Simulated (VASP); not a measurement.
Mg, 8 atoms in the cell. The structure is hexagonal, space group P6_3/mmc (No. 194). Conventional cell: a = 3.333 Å, b = 3.333 Å, c = 5.059 Å, α = 90.00°, β = 90.00°, γ = 120.00°. Mg (site symmetry -6m2) has 12 Mg at 3.18 to 3.33 Å within 4.2 Å. 

| Property | Result |
| --- | --- |
| Program | VASP 6.6.1 |
| Task | single point |
| Functional | PBE |
| Dispersion | D3(BJ) |
| Potentials or basis | VASP PAW PBE potentials, release 64 (Mg) |
| Cutoff | 520 eV |
| k mesh | 6 × 6 × 7, shifted |
| Occupations | gaussian, width 0.1 eV |
| Spin | no spin polarisation |
| Dipole correction | no |
| Further INCAR settings | ALGO = Fast; EDIFF = 1e-07; NBANDS = 18; ISYM = 0 |

Potentials or basis: VASP PAW PBE potentials, release 64 (Mg).

The run is started by

```console
$ cat potpaw_PBE.64/Mg/POTCAR > POTCAR
$ mpirun -np 1 vasp_std > vasp.out
```

Hardware: 1 thread of Intel(R) Xeon(R) Platinum 8259CL CPU @ 2.50GHz (Skylake/Cascade Lake) (shared host).

Task: Estimate the wall time of this run.

Result: Wall time 17 min on 1 thread of Intel(R) Xeon(R) Platinum 8259CL CPU @ 2.50GHz (Skylake/Cascade Lake) (shared host), peak memory 1.1 GiB. Counts: scf iterations 13, k points 378.
